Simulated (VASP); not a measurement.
# Si36H12C in VASP: notebook

Si36H12C is run at these levels: PBE; tasks: single point.

Everything below comes from runs of VASP 6.6.1. Logs are shortened: lines on timing, memory, paths and dates and some standing lists are left out, and cuts for length are marked.

## 1. The cell of the first run

The cell holds a slab with vacuum, 49 atoms: a = 11.519 Å, b = 11.519 Å, c = 20.419 Å, α = 90.00°, β = 90.00°, γ = 60.00°.

## 2. Single point, PBE

File INCAR:

```
PREC = Accurate ; ENCUT = 520
EDIFF = 1E-6 ; ISMEAR = -1
SIGMA = 0.05 ; LREAL = Auto
LASPH = True ; NELM = 80
ALGO = Normal ; ISIF = 2
LWAVE = False ; LCHARG = False
GGA = PE ; NBANDS = 110
```

File KPOINTS:

```
regular mesh
0
Gamma
  1 1 1
```

File POSCAR:

```
Si36H12C
1.0
   11.5187690000      0.0000000000      0.0000000000
    5.7593850000      9.9755470000      0.0000000000
    0.0000000000      0.0000000000     20.4187650000
H Si C
12 36 1
Direct
    0.1111112597      0.1111117014      0.0489745585
    0.4444454901      0.1111117014      0.0489745585
    0.7777797205      0.1111117014      0.0489745585
    0.1111108082      0.4444468058      0.0489745585
    0.4444450387      0.4444468058      0.0489745585
    0.7777792691      0.4444468058      0.0489745585
    0.1111103568      0.7777819101      0.0489745585
    0.4444445872      0.7777819101      0.0489745585
    0.7777788177      0.7777819101      0.0489745585
    0.5558749721      0.8160254270      0.4249081666
    0.4627412891      0.7548358000      0.3865953695
    0.6266197600      0.6272738728      0.4280033587
    0.1111112597      0.1111117014      0.1224363961
    0.4444454901      0.1111117014      0.1224363961
    0.7777797205      0.1111117014      0.1224363961
    0.1111108082      0.4444468058      0.1224363961
    0.4444450387      0.4444468058      0.1224363961
    0.7777792691      0.4444468058      0.1224363961
    0.1111103568      0.7777819101      0.1224363961
    0.4444445872      0.7777819101      0.1224363961
    0.7777788177      0.7777819101      0.1224363961
   -0.1085592586      0.2219627656      0.1623555587
    0.2213824265      0.2240077662      0.1612977083
    0.5535392398      0.2224038441      0.1608814245
   -0.1084982199      0.5551575267      0.1721210857
    0.2221656865      0.5554281885      0.1546812454
    0.5519021842      0.5561299045      0.1572034352
   -0.1133666572      0.8885227046      0.1619735572
    0.2244262122      0.8875403023      0.1600978316
    0.5528556540      0.8949885154      0.1543776032
   -0.1157310882      0.2163390138      0.2813588383
    0.2405778135      0.1970418264      0.2778424650
    0.5798932029      0.2215417360      0.2870398871
   -0.1107582117      0.5428875229      0.2972314927
    0.2283099280      0.5524809817      0.2733074209
    0.5664603609      0.5308681318      0.2738608334
   -0.1033627425      0.8925625833      0.2859085748
    0.2343401181      0.8938958435      0.2785330063
    0.5416576720      0.8928332451      0.2683218108
    0.0152057954     -0.0049922074      0.3186137849
    0.3401154590     -0.0035787511      0.3308672194
    0.6703071525      0.0005012256      0.2839006179
    0.0107136582      0.3166643393      0.2474243668
    0.3488436213      0.3142785052      0.2883034307
    0.6755715231      0.3306685839      0.3375228619
    0.0025647494      0.6614173639      0.2940971210
    0.3385247770      0.6695873419      0.2737726792
    0.6426516237      0.6800629580      0.3162042366
    0.5690422523      0.7226871870      0.3994267038
```

Potentials or basis: VASP PAW PBE potentials, release 64 (H, Si, C).

Run with:

```bash
cat potpaw_PBE.64/H/POTCAR potpaw_PBE.64/Si/POTCAR potpaw_PBE.64/C/POTCAR > POTCAR
mpirun -np 1 vasp_gam > vasp.out
```

OUTCAR:

```text
PREC = Accurate
   ENCUT = 520
   EDIFF = 1E-6
   ISMEAR = -1
   LREAL = Auto
   LASPH = True
   NELM = 80
   ISIF = 2
   GGA = PE

 ion  position               nearest neighbor table
   1  0.111  0.111  0.049-  13 1.50
   2  0.444  0.111  0.049-  14 1.50
   3  0.778  0.111  0.049-  15 1.50
   4  0.111  0.444  0.049-  16 1.50
   5  0.444  0.444  0.049-  17 1.50
   6  0.778  0.444  0.049-  18 1.50
   7  0.111  0.778  0.049-  19 1.50
   8  0.444  0.778  0.049-  20 1.50
   9  0.778  0.778  0.049-  21 1.50
  10  0.556  0.816  0.425-  49 1.13
  11  0.463  0.755  0.387-  49 1.12
  12  0.627  0.627  0.428-  49 1.12
  13  0.111  0.111  0.122-   1 1.50  22 2.34  29 2.36  23 2.36
  14  0.444  0.111  0.122-   2 1.50  30 2.25  24 2.33  23 2.36
  15  0.778  0.111  0.122-   3 1.50  28 2.36  24 2.37  22 2.38
  16  0.111  0.444  0.122-   4 1.50  26 2.31  23 2.34  25 2.41
  17  0.444  0.444  0.122-   5 1.50  27 2.30  26 2.31  24 2.35
  18  0.778  0.444  0.122-   6 1.50  27 2.36  22 2.36  25 2.46
  19  0.111  0.778  0.122-   7 1.50  26 2.31  29 2.35  28 2.38
  20  0.444  0.778  0.122-   8 1.50  27 2.32  29 2.33  30 2.34
  21  0.778  0.778  0.122-   9 1.50  28 2.33  30 2.34  25 2.44
  22  0.891  0.222  0.162-  13 2.34  18 2.36  15 2.38  31 2.43  43 2.76
  23  0.221  0.224  0.161-  16 2.34  14 2.36  13 2.36  32 2.40  43 2.74
  24  0.554  0.222  0.161-  14 2.33  17 2.35  15 2.37  33 2.59
  25  0.892  0.555  0.172-  16 2.41  21 2.44  18 2.46  34 2.56  43 2.83
  26  0.222  0.555  0.155-  16 2.31  17 2.31  19 2.31  35 2.42
  27  0.552  0.556  0.157-  17 2.30  20 2.32  18 2.36  36 2.40
  28  0.887  0.889  0.162-  21 2.33  15 2.36  19 2.38  37 2.53
  29  0.224  0.888  0.160-  20 2.33  19 2.35  13 2.36  38 2.42
  30  0.553  0.895  0.154-  14 2.25  39 2.33  21 2.34  20 2.34
  31  0.884  0.216  0.281-  40 2.35  43 2.37  45 2.38  22 2.43
  32  0.241  0.197  0.278-  44 2.26  41 2.28  43 2.38  23 2.40
  33  0.580  0.222  0.287-  42 2.22  45 2.29  44 2.32  24 2.59
  34  0.889  0.543  0.297-  46 2.31  43 2.48  48 2.50  25 2.56
  35  0.228  0.552  0.273-  47 2.27  46 2.29  44 2.40  26 2.42
  36  0.566  0.531  0.274-  47 2.29  45 2.39  27 2.40  48 2.45
  37  0.897  0.893  0.286-  42 2.26  40 2.31  46 2.31  28 2.53
  38  0.234  0.894  0.279-  47 2.24  40 2.34  41 2.34  29 2.42
  39  0.542  0.893  0.268-  30 2.33  48 2.34  42 2.38  41 2.38
  40  0.015  0.995  0.319-  37 2.31  38 2.34  31 2.35
  41  0.340  0.996  0.331-  32 2.28  38 2.34  39 2.38
  42  0.670  0.001  0.284-  33 2.22  37 2.26  39 2.38
  43  0.011  0.317  0.247-  31 2.37  32 2.38  34 2.48  23 2.74  22 2.76  25 2.83
  44  0.349  0.314  0.288-  32 2.26  33 2.32  35 2.40
  45  0.676  0.331  0.338-  33 2.29  31 2.38  36 2.39
  46  0.003  0.661  0.294-  35 2.29  34 2.31  37 2.31
  47  0.339  0.670  0.274-  38 2.24  35 2.27  36 2.29
  48  0.643  0.680  0.316-  49 1.85  39 2.34  36 2.45  34 2.50
  49  0.569  0.723  0.399-  11 1.12  12 1.12  10 1.13  48 1.85

  LATTYP: Found a hexagonal cell.
 ALAT       =    11.5187696186
 C/A-ratio  =     1.7726515657

  Lattice vectors:

 A1 = (  -5.7593850000,  -9.9755470000,   0.0000000000)
 A2 = (  11.5187690000,   0.0000000000,   0.0000000000)
 A3 = (   0.0000000000,   0.0000000000,  20.4187650000)

Analysis of symmetry for initial positions (statically):
=====================================================================
 Subroutine PRICEL returns:
 Original cell was already a primitive cell.

 Routine SETGRP: Setting up the symmetry group for a
 hexagonal supercell.

 Subroutine GETGRP returns: Found  1 space group operations
 (whereof  1 operations were pure point group operations)
 out of a pool of 24 trial point group operations.

The static configuration has the point symmetry C_1 .

Analysis of symmetry for dynamics (positions and initial velocities):
=====================================================================
 Subroutine PRICEL returns:
 Original cell was already a primitive cell.

 Routine SETGRP: Setting up the symmetry group for a
 hexagonal supercell.

 Subroutine GETGRP returns: Found  1 space group operations
 (whereof  1 operations were pure point group operations)
 out of a pool of 24 trial point group operations.

The dynamic configuration has the point symmetry C_1 .

 Subroutine INISYM returns: Found  1 space group operations
 (whereof  1 operations are pure point group operations),
 and found     1 'primitive' translations

----------------------------------------------------------------------------------------

                                     Primitive cell

  volume of cell :    2346.2391

  direct lattice vectors                    reciprocal lattice vectors
    11.518769000  0.000000000  0.000000000     0.086814832 -0.050122569  0.000000000
     5.759385000  9.975547000  0.000000000     0.000000000  0.100245129  0.000000000
     0.000000000  0.000000000 20.418765000     0.000000000  0.000000000  0.048974558

  length of vectors
[... 61 lines left out ...]
   NGXF,Y,Z  is equivalent  to a cutoff of  25.98, 25.98, 26.05 a.u.
 SYSTEM =  unknown system
   PREC   = accura    normal or accurate (medium, high low for compatibility)
   ISTART =      0    job   : 0-new  1-cont  2-samecut
   ICHARG =      2    charge: 1-file 2-atom 10-const
   ISPIN  =      1    spin polarized calculation?
   LNONCOLLINEAR =      F non collinear calculations
   LSORBIT =      F    spin-orbit coupling
   LASPH  =      T    aspherical Exc in radial PAW
   ENCUT  =  520.0 eV  38.22 Ry    6.18 a.u.  21.42 21.42 37.97*2*pi/ulx,y,z
   NELM   =     80;   NELMIN=  2; NELMDL= -5     # of ELM steps
   EDIFF  = 0.1E-05   stopping-criterion for ELM
   LREAL  =      T    real-space projection
   EDIFFG = 0.1E-04   stopping-criterion for IOM
   NSW    =      0    number of steps for IOM
   IBRION =     -1    ionic relax: 0-MD 1-quasi-New 2-CG
   NFREE  =      0    steps in history (QN), initial steepest desc. (CG)
   ISIF   =      2    stress and relaxation
   ISYM   =      2    0-nonsym 1-usesym 2-fastsym
   POTIM  = 0.5000    time-step for ionic-motion
   TEBEG  =    0.0;   TEEND  =   0.0 temperature during run
   PSTRESS=    0.0 pullay stress
   NELECT =     160.0000    total number of electrons
   NUPDOWN=      -1.0000    fix difference up-down
   EMIN   =  10.00;   EMAX   =-10.00  energy-range for DOS
   EFERMI =   0.00;   METHOD = LEGACY
   ISMEAR =    -1;   SIGMA  =   0.05  broadening in eV -4-tet -1-fermi 0-gaus
   EFERMI_NEDOS =   21; number of points for ismear=-14 and -15
   IALGO  =     38    algorithm
   IMIX   =      4    mixing-type and parameters
     AMIX     =   0.40;   BMIX     =  1.00
     AMIX_MAG =   1.60;   BMIX_MAG =  1.00
  volume/ion in A,a.u.               =      47.88       323.13
  Fermi-wavevector in a.u.,A,eV,Ry     =   0.668843  1.263930  6.086576  0.447351
  Thomas-Fermi vector in A             =   1.743877
   LORBIT       =      0    0 simple, 1 ext, 2 COOP (PROOUT), +10 PAW based schemes
   GGA     = PE    functional components
   LHFCALC =     F    Hartree Fock is set to
   AEXX    =    0.0000 exact exchange contribution
   IVDW    =     0    specifies the selected vdW correction
   LEPSILON=     F    determine dielectric tensor
   LRPA    =     F    only Hartree local field effects (RPA)
 non-spin polarized calculation
  energy-cutoff  :      520.00
  volume of cell :     2346.24
 maximum number of plane-waves:     31598
 NGX is ok and might be reduce to    90
   NGX = 43   NGY = 43   NGZ = 75

 number of electron     160.0000006 magnetization

 Free energy of the ion-electron system (eV)
  ---------------------------------------------------
  ext. energy  EPLUGINS =         0.00000000
  ---------------------------------------------------
  free energy    TOTEN  =      -227.61070759 eV

  energy without entropy =     -227.49333045  energy(sigma->0) =     -227.55201902

 E-fermi :  -1.2432     XC(G=0):  -3.7912

 val. band max:       -1.3345284905   @ k =   0.0000   0.0000   0.0000
 cond. band min:      -1.1591471621   @ k =   0.0000   0.0000   0.0000
 fundamental gap:      0.1753813284
 Fermi energy:        -1.2432121666

 k-point     1 :       0.0000    0.0000    0.0000
  band No.  band energies     occupation
      1     -14.3844      2.00000
      2     -12.8800      2.00000
      3     -11.9216      2.00000
      4     -11.8156      2.00000
      5     -11.6511      2.00000
      6     -11.5849      2.00000
[... 84 lines left out ...]
     91       0.6725      0.00000
     92       0.7393      0.00000
 [bands above 92 left out]

------------------------ aborting loop because EDIFF is reached ----------------------------------------

  FORCE on cell =-STRESS in cart. coord.  units (eV):
  Direction    XX          YY          ZZ          XY          YZ          ZX
  --------------------------------------------------------------------------------------
  -------------------------------------------------------------------------------------
  Total       17.2959891     17.5899516     -6.0210045      2.0909717     -0.7679538      0.6451070
  in kB       11.8109200     12.0116583     -4.1115661      1.4278628     -0.5244130      0.4405245
  external PRESSURE =       6.5703374 kB  Pullay stress =       0.0000000 kB

 VOLUME and BASIS-vectors are now :
 -----------------------------------------------------------------------------
  energy-cutoff  :      520.00
  volume of cell :     2346.24
      direct lattice vectors                 reciprocal lattice vectors
    11.518769000  0.000000000  0.000000000     0.086814832 -0.050122569  0.000000000
     5.759385000  9.975547000  0.000000000     0.000000000  0.100245129  0.000000000
     0.000000000  0.000000000 20.418765000     0.000000000  0.000000000  0.048974558

 POSITION                                       TOTAL-FORCE (eV/Angst)
 -----------------------------------------------------------------------------------
      1.91980      1.10840      1.00000        -0.032521     -0.009144     -0.067301
      5.75940      1.10840      1.00000         0.117224      0.114240     -0.114939
      9.59900      1.10840      1.00000        -0.024629     -0.108502     -0.086755
      3.83960      4.43360      1.00000        -0.191039      0.041343     -0.062544
      7.67920      4.43360      1.00000        -0.048607     -0.115306     -0.069824
     11.51880      4.43360      1.00000         0.179301     -0.013318     -0.075862
[... 41 lines left out ...]
     11.31930      6.78400      6.45650         0.668897     -0.742718     -1.115340
     10.71690      7.20920      8.15580         0.165273      0.373093      0.887750
 -----------------------------------------------------------------------------------
    total drift:                               -0.009425     -0.000485     -0.012338

  FREE ENERGIE OF THE ION-ELECTRON SYSTEM (eV)
  ---------------------------------------------------
  free  energy   TOTEN  =      -227.6107075913 eV

  energy  without entropy=     -227.4933304475  energy(sigma->0) =     -227.55201902
```

Wall time 26 min (1 thread of AMD EPYC 7R13 (Zen 3), shared host); peak memory 2 GiB.

What came out:

```
Free energy   : -227.6107 eV
Largest force : 1.498 eV/Å
```

Forces in eV/Å, atoms in the order of the input:
```
H   -0.033 -0.009 -0.067
H    0.117  0.114 -0.115
H   -0.025 -0.109 -0.087
H   -0.191  0.041 -0.063
H   -0.049 -0.115 -0.070
H    0.179 -0.013 -0.076
H   -0.065  0.091 -0.044
H   -0.078 -0.050 -0.082
H    0.153 -0.157 -0.043
H    0.201 -1.138 -0.414
H    0.023 -0.676  0.510
H   -0.637  0.849  0.135
Si   0.194  0.107  0.341
Si  -0.162  0.607 -0.237
Si  -0.168  0.040  0.424
Si  -0.558  0.045  0.647
Si  -0.061 -0.105 -0.266
Si   0.426  0.134  0.769
Si  -0.021  0.277  0.217
Si   0.038  0.138 -0.233
Si  -0.197 -0.193  0.672
Si  -0.371  0.089  0.156
Si   0.114 -0.253 -0.180
Si   0.247 -0.195  0.426
Si  -0.136 -0.198 -0.525
Si   0.103  0.010  0.367
Si   0.595 -0.176  0.455
Si  -0.017  0.319  0.013
Si  -0.080 -0.076  0.140
Si  -0.049 -0.934  0.293
Si   0.272 -0.196 -0.536
Si   0.081  0.622 -0.600
Si  -0.580  0.637 -0.643
Si  -0.193  0.473 -0.716
Si  -0.481 -0.826 -0.741
Si   0.710  0.753 -0.071
Si   0.137 -0.361 -0.476
Si  -0.323  0.290 -0.328
Si   0.432  0.184 -0.133
Si  -0.039  0.381  0.244
Si   0.341 -0.302  0.354
Si  -0.556 -0.881 -0.046
Si  -0.364  0.717  0.642
Si   0.229  0.566 -0.242
Si   0.382  0.279  0.225
Si  -0.733 -0.142 -0.079
Si   0.358 -0.290  0.309
Si   0.669 -0.743 -1.115
C    0.165  0.373  0.888
```

Levels at points of the mesh, in eV from the Fermi level:
```csv
k point,band 77,band 78,band 79,band 80,band 81,band 82,band 83,band 84
"(0.00, 0.00, 0.00)",-0.34,-0.22,-0.17,-0.09,0.08,0.18,0.39,0.47
```

Caveat: the k points lie up to 0.63 Å⁻¹ apart.

## 3. Single point, PBE

File INCAR:

```
ALGO = Normal
EDIFF = 1E-7
ENCUT = 520
GGA = PE
ISIF = 2
ISMEAR = -1
LASPH = True
LCHARG = False
LREAL = Auto
LWAVE = False
NBANDS = 110
NELM = 100
PREC = Accurate
SIGMA = 0.05
```

File KPOINTS:

```
k-points
0
Gamma
  1 1 1
```

File POSCAR:

```
Si36H12C
1.0
   11.5187690000      0.0000000000      0.0000000000
    5.7593850000      9.9755470000      0.0000000000
    0.0000000000      0.0000000000     20.4187650000
H Si C
12 36 1
Direct
    0.1111112597      0.1111117014      0.0489745585
    0.4444454901      0.1111117014      0.0489745585
    0.7777797205      0.1111117014      0.0489745585
    0.1111108082      0.4444468058      0.0489745585
    0.4444450387      0.4444468058      0.0489745585
    0.7777792691      0.4444468058      0.0489745585
    0.1111103568      0.7777819101      0.0489745585
    0.4444445872      0.7777819101      0.0489745585
    0.7777788177      0.7777819101      0.0489745585
    0.5521380102      0.7616524688      0.4699990425
    0.6458840483      0.5873562623      0.4477743879
    0.7452857439      0.6828898706      0.4488567257
    0.1111112597      0.1111117014      0.1224363961
    0.4444454901      0.1111117014      0.1224363961
    0.7777797205      0.1111117014      0.1224363961
    0.1111108082      0.4444468058      0.1224363961
    0.4444450387      0.4444468058      0.1224363961
    0.7777792691      0.4444468058      0.1224363961
    0.1111103568      0.7777819101      0.1224363961
    0.4444445872      0.7777819101      0.1224363961
    0.7777788177      0.7777819101      0.1224363961
   -0.1085082681      0.2195167844      0.1612095541
    0.2209340612      0.2229251188      0.1558027628
    0.5448146385      0.2216219321      0.1684675836
   -0.0961759144      0.5327527403      0.1759557936
    0.2216910321      0.5568115713      0.1458266452
    0.5526518118      0.5569920126      0.1638639751
   -0.1075136018      0.8838312325      0.1599019333
    0.2274570917      0.8820167957      0.1692511766
    0.5555517472      0.8882420182      0.1656123669
   -0.1117691895      0.2159681068      0.2781461073
    0.2337532341      0.2085900653      0.2668476766
    0.5870966678      0.2255916392      0.3018204088
   -0.1405488069      0.5747053269      0.3112920884
    0.2309652223      0.5486115197      0.2575425105
    0.5601075100      0.5534533595      0.2829603064
   -0.0918053551      0.8889637831      0.2770980517
    0.2233458958      0.8996499139      0.2946603284
    0.5415056886      0.9101355545      0.2821865083
    0.0058369650     -0.0054232615      0.3417444689
    0.3314064945      0.0201592955      0.3298338563
    0.6741786049      0.0054332860      0.2698547145
   -0.0032270088      0.3433997153      0.2750117355
    0.3750228115      0.3092862978      0.2632333542
    0.6886747910      0.3390490767      0.3353043144
   -0.0134104899      0.6568361615      0.2717157477
    0.3321202062      0.6749304073      0.2826419717
    0.6364896454      0.6903380837      0.3248531437
    0.6518236331      0.6809050170      0.4533134105
```

Potentials or basis: VASP PAW PBE potentials, release 64 (H, Si, C).

Run with:

```bash
cat potpaw_PBE.64/H/POTCAR potpaw_PBE.64/Si/POTCAR potpaw_PBE.64/C/POTCAR > POTCAR
mpirun -np 1 vasp_gam > vasp.out
```

It took 22 min on 1 thread of AMD EPYC 7R13 (Zen 3), shared host; peak memory 2 GiB.

The run converged. Its results:

* Free energy: -226.1813 eV
* Largest force: 3.399 eV/Å

Forces in eV/Å, atoms in the order of the input:
```
H   -0.124 -0.252 -0.044
H    0.212 -0.098 -0.081
H   -0.172  0.104 -0.054
H   -0.421  0.095 -0.114
H    0.321 -0.137 -0.107
H    0.181  0.150 -0.029
H    0.179  0.234 -0.129
H   -0.065  0.020 -0.011
H   -0.027 -0.169 -0.054
H    1.027  0.027 -0.159
H    1.065  0.230  0.483
H   -0.291  0.037  0.675
Si  -0.153 -0.457  0.376
Si  -0.443 -0.655 -0.041
Si  -0.471  0.149  0.410
Si  -0.104 -0.342 -0.191
Si   0.543 -0.276 -0.079
Si  -0.492 -0.071  0.768
Si   0.383  0.880 -0.458
Si  -0.035  0.005  0.680
Si  -0.321 -0.129  1.012
Si  -0.321  0.035  0.121
Si   0.220 -0.449 -0.399
Si   0.380  0.028  0.162
Si   0.254  0.411  0.360
Si   0.042 -0.078  0.467
Si   0.429 -0.149 -0.252
Si  -0.011  0.421  0.099
Si  -0.083  0.067 -0.160
Si  -0.028 -0.102 -0.337
Si   0.467 -0.255 -0.138
Si   0.661  0.895 -0.149
Si  -0.399 -0.417 -0.211
Si   0.836 -1.629 -0.580
Si  -0.534 -0.314  0.311
Si   0.125 -0.504 -0.490
Si  -0.522 -0.103 -0.454
Si  -0.028  0.741 -0.463
Si  -0.129 -0.251 -0.712
Si  -0.086  0.321 -0.407
Si  -0.546 -0.559  0.671
Si   0.594  0.291  0.425
Si  -0.287  0.927 -0.095
Si  -0.405  0.185  0.028
Si   0.205  0.610  0.462
Si   0.820  0.244 -0.069
Si  -0.294 -0.005 -0.151
Si  -0.274  0.726  1.904
C   -1.880 -0.433 -2.798
```

Levels at points of the mesh, in eV from the Fermi level:
```csv
k point,band 76,band 77,band 78,band 79,band 80,band 81,band 82,band 83,band 84,band 85
"(0.00, 0.00, 0.00)",-0.63,-0.36,-0.34,-0.23,-0.04,0.04,0.34,0.55,0.69,0.95
```

Caveat: the k points lie up to 0.63 Å⁻¹ apart.
